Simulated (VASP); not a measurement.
# Si (Fd-3m) in VASP: further runs

Si is run at these levels: PBE; tasks: single point.

All numbers are computed with VASP 6.6.1; they aren't measurements. Logs are shortened: lines on timing, memory, paths and dates and some standing lists are left out, and cuts for length are marked.

## (1) The cell of the first run

It takes space group Fd-3m (No. 227, cubic). The conventional cell has a = 5.577 Å, b = 5.577 Å, c = 5.577 Å, α = 90.00°, β = 90.00°, γ = 90.00°. Si (site symmetry -43m) has 4 Si at 2.41 Å within 3.2 Å.

## (2) Single point, PBE (volume scaled by 1.06)

The input, INCAR:

```
SYSTEM = Si
PREC = Accurate
ENCUT = 520
EDIFF = 1E-6
ISMEAR = 0
SIGMA = 0.02
LREAL = .FALSE.
LASPH = .TRUE.
NELM = 60
ALGO = Normal
ISIF = 2
LWAVE = .FALSE.
LCHARG = .FALSE.
GGA = PE
NBANDS = 11
```

The input, KPOINTS:

```
regular mesh
0
G
  10 10 10
  0 0 0
```

The input, POSCAR:

```
Si
1.0
    0.0000000000      2.7884762246      2.7884762246
    2.7884762246      0.0000000000      2.7884762246
    2.7884762246      2.7884762246      0.0000000000
Si
2
Direct
    0.7500000000      0.7500000000      0.7500000000
    0.5000000000      0.5000000000      0.5000000000
```

Potentials or basis: VASP PAW PBE potentials, release 64 (Si).

Launch:

```sh
cat potpaw_PBE.64/Si/POTCAR > POTCAR
mpirun -np 1 vasp_std > vasp.out
```

OUTCAR:

```text
SYSTEM = Si
   PREC = Accurate
   ENCUT = 520
   EDIFF = 1E-6
   ISMEAR = 0
   LREAL = .FALSE.
   LASPH = .TRUE.
   NELM = 60
   ISIF = 2
   GGA = PE

 ion  position               nearest neighbor table
   1  0.750  0.750  0.750-   2 2.41   2 2.41   2 2.41   2 2.41
   2  0.500  0.500  0.500-   1 2.41   1 2.41   1 2.41   1 2.41

  LATTYP: Found a face centered cubic cell.
 ALAT       =     5.5769524492

  Lattice vectors:

 A1 = (   0.0000000000,   2.7884762246,   2.7884762246)
 A2 = (   2.7884762246,   0.0000000000,   2.7884762246)
 A3 = (   2.7884762246,   2.7884762246,   0.0000000000)

Analysis of symmetry for initial positions (statically):
=====================================================================
 Subroutine PRICEL returns:
 Original cell was already a primitive cell.

 Routine SETGRP: Setting up the symmetry group for a
 face centered cubic supercell.

 Subroutine GETGRP returns: Found 48 space group operations
 (whereof 24 operations were pure point group operations)
 out of a pool of 48 trial point group operations.

The static configuration has the point symmetry T_d .
 The point group associated with its full space group is O_h .

Analysis of symmetry for dynamics (positions and initial velocities):
=====================================================================
 Subroutine PRICEL returns:
 Original cell was already a primitive cell.

 Routine SETGRP: Setting up the symmetry group for a
 face centered cubic supercell.

 Subroutine GETGRP returns: Found 48 space group operations
 (whereof 24 operations were pure point group operations)
 out of a pool of 48 trial point group operations.

The dynamic configuration has the point symmetry T_d .
 The point group associated with its full space group is O_h .

 Subroutine INISYM returns: Found 48 space group operations
 (whereof 24 operations are pure point group operations),
 and found     1 'primitive' translations

----------------------------------------------------------------------------------------

                                     Primitive cell

  volume of cell :      43.3641

  direct lattice vectors                    reciprocal lattice vectors
     0.000000000  2.788476225  2.788476225    -0.179309400  0.179309400  0.179309400
     2.788476225  0.000000000  2.788476225     0.179309400 -0.179309400  0.179309400
     2.788476225  2.788476225  0.000000000     0.179309400  0.179309400 -0.179309400

  length of vectors
     3.943500895  3.943500895  3.943500895     0.310572992  0.310572992  0.310572992

  position of ions in fractional coordinates (direct lattice)
     0.750000000  0.750000000  0.750000000
     0.500000000  0.500000000  0.500000000

  ion indices of the primitive-cell ions
   primitive index   ion index
                 1           1
                 2           2

----------------------------------------------------------------------------------------

 KPOINTS: regular mesh

Automatic generation of k-mesh.
 Grid dimensions read from file:
 generate k-points for:   10   10   10

 Generating k-lattice:

  Cartesian coordinates                     Fractional coordinates (reciprocal lattice)
    -0.017930940  0.017930940  0.017930940     0.100000000  0.000000000  0.000000000
     0.017930940 -0.017930940  0.017930940     0.000000000  0.100000000  0.000000000
     0.017930940  0.017930940 -0.017930940     0.000000000  0.000000000  0.100000000

  Length of vectors
     0.031057299  0.031057299  0.031057299

  Shift w.r.t. Gamma in fractional coordinates (k-lattice)
     0.000000000  0.000000000  0.000000000

 Subroutine IBZKPT returns following result:
 ===========================================

 Found     47 irreducible k-points:

 Following reciprocal coordinates:
            Coordinates               Weight
  0.000000  0.000000  0.000000      1.000000
  0.100000  0.000000  0.000000      8.000000
  0.200000  0.000000  0.000000      8.000000
  0.300000  0.000000  0.000000      8.000000
  0.400000  0.000000  0.000000      8.000000
  0.500000  0.000000  0.000000      4.000000
[... 16 lines left out ...]
  0.300000  0.300000  0.000000      6.000000
  0.400000  0.300000  0.000000     24.000000
 [... further k-points ...]
   k-points           NKPTS =     47   k-points in BZ     NKDIM =     47   number of bands    NBANDS=     11
   number of dos      NEDOS =    301   number of ions     NIONS =      2
   total plane-waves  NPLWV =  27000
   dimension x,y,z NGX =    30 NGY =   30 NGZ =   30
   dimension x,y,z NGXF=    60 NGYF=   60 NGZF=   60
   ions per type =               2
   NGX,Y,Z   is equivalent  to a cutoff of  12.65, 12.65, 12.65 a.u.
   NGXF,Y,Z  is equivalent  to a cutoff of  25.29, 25.29, 25.29 a.u.
 SYSTEM =  Si
   PREC   = accura    normal or accurate (medium, high low for compatibility)
   ISTART =      0    job   : 0-new  1-cont  2-samecut
   ICHARG =      2    charge: 1-file 2-atom 10-const
   ISPIN  =      1    spin polarized calculation?
   LNONCOLLINEAR =      F non collinear calculations
   LSORBIT =      F    spin-orbit coupling
   LASPH  =      T    aspherical Exc in radial PAW
   ENCUT  =  520.0 eV  38.22 Ry    6.18 a.u.   7.33  7.33  7.33*2*pi/ulx,y,z
   NELM   =     60;   NELMIN=  2; NELMDL= -5     # of ELM steps
   EDIFF  = 0.1E-05   stopping-criterion for ELM
   LREAL  =      F    real-space projection
   EDIFFG = 0.1E-04   stopping-criterion for IOM
   NSW    =      0    number of steps for IOM
   IBRION =     -1    ionic relax: 0-MD 1-quasi-New 2-CG
   NFREE  =      0    steps in history (QN), initial steepest desc. (CG)
   ISIF   =      2    stress and relaxation
   ISYM   =      2    0-nonsym 1-usesym 2-fastsym
   POTIM  = 0.5000    time-step for ionic-motion
   TEBEG  =    0.0;   TEEND  =   0.0 temperature during run
   PSTRESS=    0.0 pullay stress
   NELECT =       8.0000    total number of electrons
   NUPDOWN=      -1.0000    fix difference up-down
   EMIN   =  10.00;   EMAX   =-10.00  energy-range for DOS
   EFERMI =   0.00;   METHOD = LEGACY
   ISMEAR =     0;   SIGMA  =   0.02  broadening in eV -4-tet -1-fermi 0-gaus
   EFERMI_NEDOS =   21; number of points for ismear=-14 and -15
   IALGO  =     38    algorithm
   IMIX   =      4    mixing-type and parameters
     AMIX     =   0.40;   BMIX     =  1.00
     AMIX_MAG =   1.60;   BMIX_MAG =  1.00
  volume/ion in A,a.u.               =      21.68       146.32
  Fermi-wavevector in a.u.,A,eV,Ry     =   0.931954  1.761138 11.817184  0.868539
  Thomas-Fermi vector in A             =   2.058501
   LORBIT       =      0    0 simple, 1 ext, 2 COOP (PROOUT), +10 PAW based schemes
   GGA     = PE    functional components
   LHFCALC =     F    Hartree Fock is set to
   AEXX    =    0.0000 exact exchange contribution
   IVDW    =     0    specifies the selected vdW correction
   LEPSILON=     F    determine dielectric tensor
   LRPA    =     F    only Hartree local field effects (RPA)
 non-spin polarized calculation
 Gauss-broadening in eV      SIGMA  =   0.02
  energy-cutoff  :      520.00
  volume of cell :       43.36
 maximum number of plane-waves:      1211
 NGX is ok and might be reduce to    30
   NGX = 15   NGY = 15   NGZ = 15

 number of electron       7.9999999 magnetization

 Free energy of the ion-electron system (eV)
  ---------------------------------------------------
  ext. energy  EPLUGINS =         0.00000000
  ---------------------------------------------------
  free energy    TOTEN  =       -10.81177427 eV

  energy without entropy =      -10.81177427  energy(sigma->0) =      -10.81177427

 E-fermi :   5.2095     XC(G=0):  -9.0996

 val. band max:        5.0481919287   @ k =   0.0000   0.0000   0.0000
 cond. band min:       5.7599883107   @ k =   0.4000   0.4000   0.0000
 fundamental gap:      0.7117963820
 Fermi energy:         5.2094811720

 k-point     1 :       0.0000    0.0000    0.0000
  band No.  band energies     occupation
      1      -6.3798      2.00000
      2       5.0482      2.00000
      3       5.0482      2.00000
      4       5.0482      2.00000
      5       7.5276      0.00000
      6       7.5774      0.00000
      7       7.5774      0.00000
      8       7.5774      0.00000
      9      12.7015      0.00000
     10      12.7235      0.00000
     11      12.7235      0.00000

 k-point     2 :       0.1000    0.0000    0.0000
  band No.  band energies     occupation
      1      -6.2576      2.00000
      2       3.9014      2.00000
      3       4.8661      2.00000
      4       4.8661      2.00000
      5       7.3760      0.00000
      6       7.8464      0.00000
      7       7.8464      0.00000
      8       8.6838      0.00000
      9      12.3912      0.00000
     10      12.3912      0.00000
     11      13.2083      0.00000

 k-point     3 :       0.2000    0.0000    0.0000
  band No.  band energies     occupation
      1      -5.8977      2.00000
      2       2.1226      2.00000
      3       4.5105      2.00000
      4       4.5105      2.00000
      5       6.9913      0.00000
      6       8.3316      0.00000
      7       8.3316      0.00000
      8      10.4561      0.00000
      9      12.0898      0.00000
     10      12.0898      0.00000
     11      13.9120      0.00000
[... 267 lines left out ...]
 k-point    23 :       0.3000    0.3000    0.0000
  band No.  band energies     occupation
      1      -4.9351      2.00000
      2       0.6614      2.00000
      3       2.9879      2.00000
      4       2.9879      2.00000
      5       6.0054      0.00000
      6       7.5245      0.00000
      7      11.3887      0.00000
      8      11.3887      0.00000
      9      13.3664      0.00000
     10      14.3692      0.00000
     11      16.9330      0.00000

 k-point    24 :       0.4000    0.3000    0.0000
  band No.  band energies     occupation
      1      -4.3659      2.00000
      2      -0.2799      2.00000
      3       2.4166      2.00000
      4       2.7948      2.00000
      5       6.1902      0.00000
      6       7.3566      0.00000
      7      11.6195      0.00000
      8      11.8255      0.00000
      9      14.9660      0.00000
     10      15.2850      0.00000
     11      16.6741      0.00000

 [... further k-points ...]

------------------------ aborting loop because EDIFF is reached ----------------------------------------

  FORCE on cell =-STRESS in cart. coord.  units (eV):
  Direction    XX          YY          ZZ          XY          YZ          ZX
  --------------------------------------------------------------------------------------
  -------------------------------------------------------------------------------------
  Total       -1.2463725     -1.2463725     -1.2463725     -0.0000000      0.0000000     -0.0000000
  in kB      -46.0497852    -46.0497852    -46.0497852     -0.0000000      0.0000000     -0.0000000
  external PRESSURE =     -46.0497852 kB  Pullay stress =       0.0000000 kB

 VOLUME and BASIS-vectors are now :
 -----------------------------------------------------------------------------
  energy-cutoff  :      520.00
  volume of cell :       43.36
      direct lattice vectors                 reciprocal lattice vectors
     0.000000000  2.788476225  2.788476225    -0.179309400  0.179309400  0.179309400
     2.788476225  0.000000000  2.788476225     0.179309400 -0.179309400  0.179309400
     2.788476225  2.788476225  0.000000000     0.179309400  0.179309400 -0.179309400

 POSITION                                       TOTAL-FORCE (eV/Angst)
 -----------------------------------------------------------------------------------
      4.18271      4.18271      4.18271         0.000000      0.000000      0.000000
      2.78848      2.78848      2.78848        -0.000000     -0.000000     -0.000000
 -----------------------------------------------------------------------------------
    total drift:                                0.000000     -0.000000     -0.000000

  FREE ENERGIE OF THE ION-ELECTRON SYSTEM (eV)
  ---------------------------------------------------
  free  energy   TOTEN  =       -10.8117742676 eV

  energy  without entropy=      -10.8117742676  energy(sigma->0) =      -10.81177427
```

Run time: 12 s. Hardware: 1 thread of Intel Xeon Platinum 8488C (Sapphire Rapids), shared host; peak memory 0.16 GiB.

Results:

```yaml
Free_energy: -10.8118 eV
Pressure: -4.6 GPa
Band_gap_on_the_k_mesh: 0.71 eV, indirect (least direct gap 2.39 eV)
```

## (3) Single point, PBE (volume scaled by 1.10)

The input, INCAR:

```
  ALGO = Normal
  EDIFF = 1E-6
  ENCUT = 520
  GGA = PE
  ISIF = 2
  ISMEAR = 0
  LASPH = True
  LCHARG = False
  LREAL = False
  LWAVE = False
  NBANDS = 11
  NELM = 80
  PREC = Accurate
  SIGMA = 0.02
```

The input, KPOINTS:

```
k-points
0
Gamma
  10 10 10
```

The input, POSCAR:

```
Si
1.0
    0.0000000000      2.8231192231      2.8231192231
    2.8231192231      0.0000000000      2.8231192231
    2.8231192231      2.8231192231      0.0000000000
Si
2
Direct
    0.7500000000      0.7500000000      0.7500000000
    0.5000000000      0.5000000000      0.5000000000
```

Potentials or basis: VASP PAW PBE potentials, release 64 (Si).

Launch:

```sh
cat potpaw_PBE.64/Si/POTCAR > POTCAR
mpirun -np 1 vasp_std > vasp.out
```

OUTCAR:

```text
EDIFF = 1E-6
   ENCUT = 520
   GGA = PE
   ISIF = 2
   ISMEAR = 0
   LASPH = True
   LREAL = False
   NELM = 80
   PREC = Accurate

 ion  position               nearest neighbor table
   1  0.750  0.750  0.750-   2 2.44   2 2.44   2 2.44   2 2.44
   2  0.500  0.500  0.500-   1 2.44   1 2.44   1 2.44   1 2.44

  LATTYP: Found a face centered cubic cell.
 ALAT       =     5.6462384462

  Lattice vectors:

 A1 = (   0.0000000000,   2.8231192231,   2.8231192231)
[... 525 lines left out ...]
------------------------ aborting loop because EDIFF is reached ----------------------------------------

  FORCE on cell =-STRESS in cart. coord.  units (eV):
  Direction    XX          YY          ZZ          XY          YZ          ZX
  --------------------------------------------------------------------------------------
  -------------------------------------------------------------------------------------
  Total       -1.9403083     -1.9403083     -1.9403083     -0.0000000     -0.0000000     -0.0000000
  in kB      -69.0818051    -69.0818051    -69.0818051     -0.0000000     -0.0000000     -0.0000000
  external PRESSURE =     -69.0818051 kB  Pullay stress =       0.0000000 kB

 VOLUME and BASIS-vectors are now :
 -----------------------------------------------------------------------------
  energy-cutoff  :      520.00
  volume of cell :       45.00
      direct lattice vectors                 reciprocal lattice vectors
     0.000000000  2.823119223  2.823119223    -0.177109063  0.177109063  0.177109063
     2.823119223  0.000000000  2.823119223     0.177109063 -0.177109063  0.177109063
     2.823119223  2.823119223  0.000000000     0.177109063  0.177109063 -0.177109063

 POSITION                                       TOTAL-FORCE (eV/Angst)
 -----------------------------------------------------------------------------------
      4.23468      4.23468      4.23468        -0.000000     -0.000000     -0.000000
      2.82312      2.82312      2.82312         0.000000      0.000000      0.000000
 -----------------------------------------------------------------------------------
    total drift:                                0.000000     -0.000000     -0.000000

  FREE ENERGIE OF THE ION-ELECTRON SYSTEM (eV)
  ---------------------------------------------------
  free  energy   TOTEN  =       -10.7526414725 eV

  energy  without entropy=      -10.7526414725  energy(sigma->0) =      -10.75264147
```

OSZICAR:

```text
N       E                     dE             d eps       ncg     rms          rms(c)
DAV:   1     0.782442509343E+01    0.78244E+01   -0.31988E+03  1034   0.576E+02
DAV:   2    -0.103004055442E+02   -0.18125E+02   -0.17529E+02  1375   0.839E+01
DAV:   3    -0.108679862426E+02   -0.56758E+00   -0.56612E+00  1324   0.129E+01
DAV:   4    -0.108728509114E+02   -0.48647E-02   -0.48640E-02  1242   0.153E+00
DAV:   5    -0.108729085379E+02   -0.57626E-04   -0.57626E-04  1300   0.155E-01    0.418E+00
DAV:   6    -0.107918809490E+02    0.81028E-01   -0.40864E-02  1177   0.842E-01    0.253E+00
DAV:   7    -0.107510161521E+02    0.40865E-01   -0.88433E-02  1184   0.135E+00    0.137E-01
DAV:   8    -0.107523796316E+02   -0.13635E-02   -0.45684E-03  1172   0.350E-01    0.721E-02
DAV:   9    -0.107526213481E+02   -0.24172E-03   -0.25729E-04  1286   0.923E-02    0.486E-02
DAV:  10    -0.107526401367E+02   -0.18789E-04   -0.16843E-05  1255   0.241E-02    0.381E-03
DAV:  11    -0.107526413421E+02   -0.12054E-05   -0.19298E-06  1236   0.711E-03    0.290E-03
DAV:  12    -0.107526414725E+02   -0.13042E-06   -0.46123E-07  1075   0.416E-03
   1 F= -.10752641E+02 E0= -.10752641E+02  d E =-.120482E-26
```

stdout:

```text
POSCAR found type information on POSCAR Si
 POSCAR found :  1 types and       2 ions
 scaLAPACK will be used
 LDA part: xc-table for (Slater+PW92), standard interpolation
 POSCAR, INCAR and KPOINTS ok, starting setup
 FFT: planning ... GRIDC
 FFT: planning ... GRID_SOFT
 FFT: planning ... GRID
 WAVECAR not read
 entering main loop
```

Wall time 14 s (1 thread of Intel Xeon Platinum 8488C (Sapphire Rapids), shared host); peak memory 0.16 GiB.

Results:

```yaml
Free_energy: -10.7526 eV
Pressure: -6.9 GPa
Band_gap_on_the_k_mesh: 0.77 eV, indirect (least direct gap 2.08 eV)
```
